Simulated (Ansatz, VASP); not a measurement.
## One calculation of BaTiO3, two programs

Contents of INCAR:

```
SYSTEM = BaTiO3
  PREC = Accurate
  ENCUT = 520
  EDIFF = 1E-6
  ISMEAR = -1
  SIGMA = 0.05
  LREAL = .FALSE.
  LASPH = .TRUE.
  NELM = 80
  ALGO = Normal
  ISIF = 2
  LWAVE = .FALSE.
  LCHARG = .FALSE.
  NBANDS = 28
```

File KPOINTS:

```
regular mesh
0
G
  8 8 8
  0 0 0
```

POSCAR

```
BaTiO3
1.0
    4.0073000000      0.0000000000      0.0000000000
    0.0000000000      4.0073000000      0.0000000000
    0.0000000000      0.0000000000      4.0874460000
Ba Ti O
1 1 3
Direct
    0.5000000000      0.5000000000      0.5000000000
    0.0000000000      0.0000000000      0.0000000000
    0.5000000000      0.0000000000      0.0000000000
    0.0000000000      0.5000000000      0.0000000000
    0.0000000000      0.0000000000      0.5000000000
```

Input for Ansatz:

```yaml
crystal:
  lattice:
    - [4.0073, 0.0, 0.0]
    - [0.0, 4.0073, 0.0]
    - [0.0, 0.0, 4.087446]
  atoms:
    - { symbol: Ba, position: [0.5, 0.5, 0.5] }
    - { symbol: Ti, position: [0.0, 0.0, 0.0] }
    - { symbol: O, position: [0.5, 0.0, 0.0] }
    - { symbol: O, position: [0.0, 0.5, 0.0] }
    - { symbol: O, position: [0.0, 0.0, 0.5] }
kpoints:
  mp_grid: { grid: [8, 8, 8] }
  band_path:
    path:
      - [0.0, 0.0, 0.0]
      - [0.0, 0.5, 0.0]
      - [0.5, 0.5, 0.0]
      - [0.0, 0.0, 0.0]
      - [0.0, 0.0, 0.5]
      - [0.0, 0.5, 0.5]
      - [0.5, 0.5, 0.5]
      - [0.0, 0.0, 0.5]
      - [0.0, 0.5, 0.0]
    npoints: 5
scf:
  occupations: { method: fermi_dirac, width: 0.05 }
hamiltonian:
  xc: lda
  pseudopotentials: { kind: all_electron, lapw: { basis_error: 0.001 } }
output:
  forces: true
  stress: true
  eigenvalues: true
```

Change from the starting cell: zz strain of +2 %.

Alike in both runs: task single point; functional LDA; k mesh 8 × 8 × 8; occupations fermi-dirac, width 0.05 eV; no spin polarisation.

```csv
,VASP,Ansatz
version,VASP 6.6.1,Ansatz 0.2.0
potentials or method,"VASP PAW LDA potentials, release 64 (Ba_sv, Ti_sv, O), cutoff 520 eV","all-electron LAPW, scalar-relativistic"
```

Ansatz gave:

* pressure (GPa): -12.2
* traceless stress, the component that is largest in VASP (GPa): -2.06

Problem. What did VASP give for the same quantities?

Solution. Pressure (GPa): -10.4; traceless stress, the component that is largest in VASP (GPa): -2.14.

LDA's correlation is that of Perdew and Zunger in VASP and of Perdew and Wang (1992) in Ansatz. Ansatz ran all-electron here, and VASP with PAW potentials.

Spin-orbit coupling is off throughout.
